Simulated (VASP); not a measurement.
# Cu (P6_3/mmc) in VASP: a series of runs, part 2 of 3

VASP 6.6.1. Earlier steps stand in the parts before.

## Step 3: Single point, PBEsol

This run uses another cell than the first one, of 10.31 Å³/atom.

File INCAR:

```
  ALGO = Normal
  EDIFF = 1E-6
  ENCUT = 520
  GGA = PS
  ISIF = 2
  ISMEAR = -1
  LASPH = True
  LCHARG = False
  LREAL = False
  LWAVE = False
  NBANDS = 18
  NELM = 60
  PREC = Accurate
  SIGMA = 0.05
```

File KPOINTS:

```
k-points
0
Gamma
  12 12 7
```

File POSCAR:

```
Cu
1.0
    2.4441867992      0.0000000000      0.0000000000
   -1.2220933996      2.1167278597      0.0000000000
    0.0000000000      0.0000000000      3.9844554946
Cu
2
Direct
    0.6666666667      0.3333333333      0.7500000000
    0.3333333333      0.6666666667      0.2500000000
```

Potentials or basis: VASP PAW PBE potentials, release 64 (Cu).

Run with:

```
cat potpaw_PBE.64/Cu/POTCAR > POTCAR
mpirun -np 1 vasp_std > vasp.out
```

OUTCAR:

```text
EDIFF = 1E-6
   ENCUT = 520
   GGA = PS
   ISIF = 2
   ISMEAR = -1
   LASPH = True
   LREAL = False
   NELM = 60
   PREC = Accurate

 ion  position               nearest neighbor table
   1  0.667  0.333  0.750-   2 2.44   2 2.44   2 2.44   2 2.44   2 2.44   2 2.44
   2  0.333  0.667  0.250-   1 2.44   1 2.44   1 2.44   1 2.44   1 2.44   1 2.44

  LATTYP: Found a hexagonal cell.
 ALAT       =     2.4441867992
 C/A-ratio  =     1.6301763416

  Lattice vectors:

 A1 = (   2.4441867992,   0.0000000000,   0.0000000000)
 A2 = (  -1.2220933996,   2.1167278597,   0.0000000000)
 A3 = (   0.0000000000,   0.0000000000,   3.9844554946)

Analysis of symmetry for initial positions (statically):
=====================================================================
 Subroutine PRICEL returns:
 Original cell was already a primitive cell.

 Routine SETGRP: Setting up the symmetry group for a
 hexagonal supercell.

 Subroutine GETGRP returns: Found 24 space group operations
 (whereof 12 operations were pure point group operations)
 out of a pool of 24 trial point group operations.

The static configuration has the point symmetry D_3d.
 The point group associated with its full space group is D_6h.

Analysis of symmetry for dynamics (positions and initial velocities):
=====================================================================
 Subroutine PRICEL returns:
 Original cell was already a primitive cell.

 Routine SETGRP: Setting up the symmetry group for a
 hexagonal supercell.

 Subroutine GETGRP returns: Found 24 space group operations
 (whereof 12 operations were pure point group operations)
 out of a pool of 24 trial point group operations.

The dynamic configuration has the point symmetry D_3d.
 The point group associated with its full space group is D_6h.

 Subroutine INISYM returns: Found 24 space group operations
 (whereof 12 operations are pure point group operations),
 and found     1 'primitive' translations

----------------------------------------------------------------------------------------

                                     Primitive cell

  volume of cell :      20.6143

  direct lattice vectors                    reciprocal lattice vectors
     2.444186799  0.000000000  0.000000000     0.409134032  0.236213643  0.000000000
    -1.222093400  2.116727860  0.000000000     0.000000000  0.472427287  0.000000000
     0.000000000  0.000000000  3.984455495     0.000000000  0.000000000  0.250975322

  length of vectors
     2.444186799  2.444186799  3.984455495     0.472427287  0.472427287  0.250975322

  position of ions in fractional coordinates (direct lattice)
     0.666666667  0.333333333  0.750000000
     0.333333333  0.666666667  0.250000000

  ion indices of the primitive-cell ions
   primitive index   ion index
                 1           1
                 2           2

----------------------------------------------------------------------------------------

 KPOINTS: k-points

Automatic generation of k-mesh.
 Grid dimensions read from file:
 generate k-points for:   12   12    7

 Generating k-lattice:

  Cartesian coordinates                     Fractional coordinates (reciprocal lattice)
     0.034094503  0.019684470  0.000000000     0.083333333 -0.000000000  0.000000000
     0.000000000  0.039368941  0.000000000     0.000000000  0.083333333  0.000000000
     0.000000000  0.000000000  0.035853617     0.000000000  0.000000000  0.142857143

  Length of vectors
     0.039368941  0.039368941  0.035853617

  Shift w.r.t. Gamma in fractional coordinates (k-lattice)
     0.000000000  0.000000000  0.000000000

 Subroutine IBZKPT returns following result:
 ===========================================

 Found     76 irreducible k-points:

 Following reciprocal coordinates:
            Coordinates               Weight
  0.000000  0.000000  0.000000      1.000000
  0.083333  0.000000  0.000000      6.000000
  0.166667  0.000000  0.000000      6.000000
  0.250000  0.000000  0.000000      6.000000
  0.333333  0.000000  0.000000      6.000000
  0.416667  0.000000  0.000000      6.000000
[... 16 lines left out ...]
  0.250000  0.000000  0.142857     12.000000
  0.333333  0.000000  0.142857     12.000000
 [... further k-points ...]
   k-points           NKPTS =     76   k-points in BZ     NKDIM =     76   number of bands    NBANDS=     18
   number of dos      NEDOS =    301   number of ions     NIONS =      2
   total plane-waves  NPLWV =   9720
   dimension x,y,z NGX =    18 NGY =   18 NGZ =   30
   dimension x,y,z NGXF=    36 NGYF=   36 NGZF=   60
   ions per type =               2
   NGX,Y,Z   is equivalent  to a cutoff of  12.24, 12.24, 12.52 a.u.
   NGXF,Y,Z  is equivalent  to a cutoff of  24.49, 24.49, 25.03 a.u.
 SYSTEM =  unknown system
   PREC   = accura    normal or accurate (medium, high low for compatibility)
   ISTART =      0    job   : 0-new  1-cont  2-samecut
   ICHARG =      2    charge: 1-file 2-atom 10-const
   ISPIN  =      1    spin polarized calculation?
   LNONCOLLINEAR =      F non collinear calculations
   LSORBIT =      F    spin-orbit coupling
   LASPH  =      T    aspherical Exc in radial PAW
   ENCUT  =  520.0 eV  38.22 Ry    6.18 a.u.   4.54  4.54  7.41*2*pi/ulx,y,z
   NELM   =     60;   NELMIN=  2; NELMDL= -5     # of ELM steps
   EDIFF  = 0.1E-05   stopping-criterion for ELM
   LREAL  =      F    real-space projection
   EDIFFG = 0.1E-04   stopping-criterion for IOM
   NSW    =      0    number of steps for IOM
   IBRION =     -1    ionic relax: 0-MD 1-quasi-New 2-CG
   NFREE  =      0    steps in history (QN), initial steepest desc. (CG)
   ISIF   =      2    stress and relaxation
   ISYM   =      2    0-nonsym 1-usesym 2-fastsym
   POTIM  = 0.5000    time-step for ionic-motion
   TEBEG  =    0.0;   TEEND  =   0.0 temperature during run
   PSTRESS=    0.0 pullay stress
   NELECT =      22.0000    total number of electrons
   NUPDOWN=      -1.0000    fix difference up-down
   EMIN   =  10.00;   EMAX   =-10.00  energy-range for DOS
   EFERMI =   0.00;   METHOD = LEGACY
   ISMEAR =    -1;   SIGMA  =   0.05  broadening in eV -4-tet -1-fermi 0-gaus
   EFERMI_NEDOS =   21; number of points for ismear=-14 and -15
   IALGO  =     38    algorithm
   IMIX   =      4    mixing-type and parameters
     AMIX     =   0.40;   BMIX     =  1.00
     AMIX_MAG =   1.60;   BMIX_MAG =  1.00
  volume/ion in A,a.u.               =      10.31        69.56
  Fermi-wavevector in a.u.,A,eV,Ry     =   1.672988  3.161490 38.081212  2.798890
  Thomas-Fermi vector in A             =   2.758039
   LORBIT       =      0    0 simple, 1 ext, 2 COOP (PROOUT), +10 PAW based schemes
   GGA     = PS    functional components
   LHFCALC =     F    Hartree Fock is set to
   AEXX    =    0.0000 exact exchange contribution
   IVDW    =     0    specifies the selected vdW correction
   LEPSILON=     F    determine dielectric tensor
   LRPA    =     F    only Hartree local field effects (RPA)
 non-spin polarized calculation
  energy-cutoff  :      520.00
  volume of cell :       20.61
 maximum number of plane-waves:       574
   NGX =  9   NGY =  9   NGZ = 15

 number of electron      22.0000033 magnetization

 Free energy of the ion-electron system (eV)
  ---------------------------------------------------
  ext. energy  EPLUGINS =         0.00000000
  ---------------------------------------------------
  free energy    TOTEN  =        -8.45929366 eV

  energy without entropy =       -8.45182836  energy(sigma->0) =       -8.45556101

 E-fermi :   9.1698     XC(G=0): -13.7231

 val. band max:        9.1228360136   @ k =   0.0833   0.0833   0.1429
 cond. band min:       9.1825846565   @ k =   0.3333   0.1667   0.2857
 fundamental gap:      0.0597486429
 Fermi energy:         9.1698021653

 k-point     1 :       0.0000    0.0000    0.0000
  band No.  band energies     occupation
      1      -1.2722      2.00000
      2       3.2835      2.00000
      3       5.7261      2.00000
      4       5.7920      2.00000
      5       5.7920      2.00000
      6       6.0543      2.00000
[... 10 lines left out ...]
     17      34.5910      0.00000
     18      34.6036      0.00000
[... 463 lines left out ...]
 k-point    24 :       0.3333    0.0000    0.1429
  band No.  band energies     occupation
      1       2.2675      2.00000
      2       4.1217      2.00000
      3       4.4371      2.00000
      4       5.1408      2.00000
      5       5.7800      2.00000
      6       5.8990      2.00000
[... 10 lines left out ...]
     17      27.9521      0.00000
     18      30.9106      0.00000

 [... further k-points ...]

------------------------ aborting loop because EDIFF is reached ----------------------------------------

  FORCE on cell =-STRESS in cart. coord.  units (eV):
  Direction    XX          YY          ZZ          XY          YZ          ZX
  --------------------------------------------------------------------------------------
  -------------------------------------------------------------------------------------
  Total        2.6644599      2.6644599      2.6549655      0.0000000      0.0000000      0.0000000
  in kB      207.0863026    207.0863026    206.3483819      0.0000000      0.0000000      0.0000000
  external PRESSURE =     206.8403290 kB  Pullay stress =       0.0000000 kB

 VOLUME and BASIS-vectors are now :
 -----------------------------------------------------------------------------
  energy-cutoff  :      520.00
  volume of cell :       20.61
      direct lattice vectors                 reciprocal lattice vectors
     2.444186799  0.000000000  0.000000000     0.409134032  0.236213643  0.000000000
    -1.222093400  2.116727860  0.000000000     0.000000000  0.472427287  0.000000000
     0.000000000  0.000000000  3.984455495     0.000000000  0.000000000  0.250975322

 POSITION                                       TOTAL-FORCE (eV/Angst)
 -----------------------------------------------------------------------------------
      1.22209      0.70558      2.98834         0.000000      0.000000      0.000000
     -0.00000      1.41115      0.99611        -0.000000     -0.000000      0.000000
 -----------------------------------------------------------------------------------
    total drift:                               -0.000000      0.000000     -0.000000

  FREE ENERGIE OF THE ION-ELECTRON SYSTEM (eV)
  ---------------------------------------------------
  free  energy   TOTEN  =        -8.4592936599 eV

  energy  without entropy=       -8.4518283626  energy(sigma->0) =       -8.45556101
```

OSZICAR:

```text
N       E                     dE             d eps       ncg     rms          rms(c)
DAV:   1     0.117283726947E+03    0.11728E+03   -0.10492E+04  3072   0.226E+03
DAV:   2    -0.456156299450E+01   -0.12185E+03   -0.11549E+03  2740   0.291E+02
DAV:   3    -0.106525978391E+02   -0.60910E+01   -0.58076E+01  2998   0.857E+01
DAV:   4    -0.107170014303E+02   -0.64404E-01   -0.64355E-01  3286   0.959E+00
DAV:   5    -0.107177450463E+02   -0.74362E-03   -0.74359E-03  3370   0.913E-01    0.120E+01
DAV:   6    -0.912961437143E+01    0.15881E+01   -0.11480E+01  2886   0.103E+02    0.497E+00
DAV:   7    -0.849593116492E+01    0.63368E+00   -0.20246E+00  2992   0.393E+01    0.963E-01
DAV:   8    -0.846281724050E+01    0.33114E-01   -0.12725E-02  3750   0.130E+00    0.419E-01
DAV:   9    -0.845925162086E+01    0.35656E-02   -0.32144E-03  3516   0.174E+00    0.203E-02
DAV:  10    -0.845929081300E+01   -0.39192E-04   -0.18304E-04  3184   0.161E-01    0.501E-03
DAV:  11    -0.845929384853E+01   -0.30355E-05   -0.27572E-06  3130   0.228E-02    0.301E-03
DAV:  12    -0.845929365988E+01    0.18865E-06   -0.59973E-07  1742   0.185E-02
   1 F= -.84592937E+01 E0= -.84555610E+01  d E =-.746530E-02
```

stdout:

```text
POSCAR found type information on POSCAR Cu
 POSCAR found :  1 types and       2 ions
 scaLAPACK will be used
 -----------------------------------------------------------------------------
|                                                                             |
|                                                                             |
|     You enforced a specific xc type in the INCAR file but a different       |
|     I HOPE YOU KNOW WHAT YOU ARE DOING!                                     |
|                                                                             |
 -----------------------------------------------------------------------------

 LDA part: xc-table for (Slater+PW92), standard interpolation
 POSCAR, INCAR and KPOINTS ok, starting setup
 FFT: planning ... GRIDC
 FFT: planning ... GRID_SOFT
 FFT: planning ... GRID
 WAVECAR not read
 entering main loop
```

Run time: 25 s. Hardware: 1 thread of Intel Xeon 8259CL, shared host; peak memory 0.14 GiB.

Results:

```yaml
Free_energy: -8.4593 eV
Pressure: 20.7 GPa
Band_gap_on_the_k_mesh: zero (bands 11 and 12 overlap by 6.39 eV)
```

Levels at points of the mesh, in eV from the Fermi level:
| k point | band 9 | band 10 | band 11 | band 12 | band 13 | band 14 |
| --- | --- | --- | --- | --- | --- | --- |
| (0.00, 0.00, 0.00) | -2.77 | -1.85 | -1.85 | -1.40 | 4.54 | 22.45 |
| (0.50, 0.00, 0.00) | -1.67 | -1.61 | 0.02 | 1.87 | 8.44 | 9.00 |

Caveat: the cell stands under pressure; the PAW data sets were made with another functional, which shifts forces and pressure a little.

(Continued in part 3 of 3.)

The gap in the log of VASP goes by the Fermi energy; the results here count the filled bands.